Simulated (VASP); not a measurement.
Write the native input for VASP 6.6.1 that does the following.

```yaml
Task: single point
Functional: PBEsol
Potentials_or_basis: VASP PAW PBE potentials, release 64 (H, Cl)
Cutoff: 520 eV
k_mesh: 8 × 8 × 8
Occupations: gaussian, width 0.01 eV
Spin: no spin polarisation
Dipole_correction: no
Further_INCAR_settings: ALGO = Normal; EDIFF = 1e-06; NBANDS = 11
```

The structure of HCl lies in POSCAR:

```
HCl
1.0
    0.0000000000      3.7676010472      3.7677657393
    1.5335275214      0.0000000000      3.7677657393
    1.5335275214      3.7676010472      0.0000000000
H Cl
1 1
Direct
    0.0000000000      0.0000000000      0.0000000000
    0.5000000000      0.5000000000      0.5000000000
```

These files were run (other wordings do the same):

INCAR

```
ALGO = Normal ; EDIFF = 1E-6
ENCUT = 520 ; GGA = PS
ISIF = 2 ; ISMEAR = 0
LASPH = True ; LCHARG = False
LREAL = False ; LWAVE = False
NBANDS = 11 ; NELM = 100
PREC = Accurate ; SIGMA = 0.01
```

KPOINTS

```
k-points
0
Gamma
  8 8 8
```

Potentials or basis: VASP PAW PBE potentials, release 64 (H, Cl).

Command:

```sh
$ cat potpaw_PBE.64/H/POTCAR potpaw_PBE.64/Cl/POTCAR > POTCAR
$ mpirun -np 1 vasp_std > vasp.out
```

Results of the run:

| Quantity | Value |
| --- | --- |
| Pressure | -0.2 GPa |
| Band gap on the k mesh | 2.94 eV (least direct gap 3.37 eV) |

Caveat: the PAW data sets were made with another functional, which shifts forces and pressure a little.

Wall time 50 s on 1 thread of Intel Xeon 8259CL (shared host), peak memory 0.19 GiB.
